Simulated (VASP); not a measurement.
Write the native input for VASP 6.6.1 that does the following.

```
Task                   : electric field gradients
Functional             : PBE
Potentials or basis    : VASP PAW PBE potentials, release 64 (Ag, Cl)
Cutoff                 : 520 eV
k mesh                 : 9 × 9 × 9
Occupations            : fermi-dirac, width 0.01 eV
Spin                   : no spin polarisation
Dipole correction      : no
Further INCAR settings : ALGO = Normal; EDIFF = 1e-08; NBANDS = 16
```

The structure of AgCl lies in POSCAR:

```
AgCl
1.0
    3.3996332700      0.0000000000      0.0000000000
    0.0000000000      3.3996332700      0.0000000000
    0.0000000000      0.0000000000      3.4339730000
Ag Cl
1 1
Direct
    0.0000000000      0.0000000000      0.0000000000
    0.5000000000      0.5000000000      0.5000000000
```

This cell differs from its parent crystal: equal xx and yy strain of -1 %.

These files were run (other wordings do the same):

INCAR

```
PREC = Accurate
ENCUT = 520
EDIFF = 1E-8
ISMEAR = -1
SIGMA = 0.01
LREAL = False
LASPH = True
NELM = 60
ALGO = Normal
ISIF = 2
LWAVE = False
LCHARG = False
GGA = PE
LEFG = True
NBANDS = 16
```

KPOINTS

```
Automatic mesh
0
Gamma
  9 9 9
```

Potentials or basis: VASP PAW PBE potentials, release 64 (Ag, Cl).

Launch:

```sh
$ cat potpaw_PBE.64/Ag/POTCAR potpaw_PBE.64/Cl/POTCAR > POTCAR
$ mpirun -np 1 vasp_std > vasp.out
```

It gave:

```yaml
Pressure: 0.7 GPa
Band_gap_on_the_k_mesh: 0.60 eV (least direct gap 2.11 eV)
Largest_electric_field_gradient_by_atom: Ag -1.0; Cl +4.7 V/Å²
```

Caveat: the cell differs from its parent crystal (equal xx and yy strain of -1 %); without QUAD_EFG the Cq values of the log hold for a quadrupole moment of 1 mb, not for the nuclei; an odd mesh through Γ misses points on the zone boundary, where band edges can lie.

Run time: 35 s on 1 thread of AMD EPYC 7R13 Processor (Zen 3) (shared host), peak memory 0.15 GiB.
